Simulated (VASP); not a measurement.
Input of a VASP 6.6.1 run:

Contents of INCAR:

```
  PREC = Accurate
  ENCUT = 520
  EDIFF = 1E-6
  ISMEAR = -1
  SIGMA = 0.1
  LREAL = F
  LASPH = T
  NELM = 100
  ALGO = Normal
  ISIF = 2
  LWAVE = F
  LCHARG = F
  NBANDS = 41
```

Contents of KPOINTS:

```
Automatic mesh
0
Gamma
  4 4 3
```

File POSCAR:

```
NiCl3
1.0
    2.8449512597      4.9276001269      0.0000000000
   -2.8449512597      4.9276001269      0.0000000000
    0.0000000000      0.0000000000      5.4711378991
Cl Ni
6 2
Direct
    0.3109922416      0.6890077584      0.2500000000
    0.3109922416      0.0000000000      0.7500000000
    0.0000000000      0.3109922416      0.2500000000
    0.6890077584      0.3109922416      0.7500000000
    0.6890077584      0.0000000000      0.2500000000
    0.0000000000      0.6890077584      0.7500000000
    0.0000000000      0.0000000000      0.0000000000
    0.0000000000      0.0000000000      0.5000000000
```

Potentials or basis: VASP PAW LDA potentials, release 64 (Cl, Ni).

Launch:

```sh
$ cat potpaw_LDA.64/Cl/POTCAR potpaw_LDA.64/Ni/POTCAR > POTCAR
$ mpirun -np 1 vasp_std > vasp.out
```

(1) Predict the largest force.

(2) Predict the pressure.

(3) Predict the band gap on the k mesh.

Answers

(1) 0.005 eV/Å.

(2) -0.1 GPa.

(3) zero (bands 31 and 32 overlap by 0.48 eV).

Caveat: the k points lie up to 0.38 Å⁻¹ apart; the run has no spin polarisation, though such a crystal can be magnetic; semilocal functionals often make such compounds metallic where correlation or magnetic order opens a gap, which also shifts bond lengths.
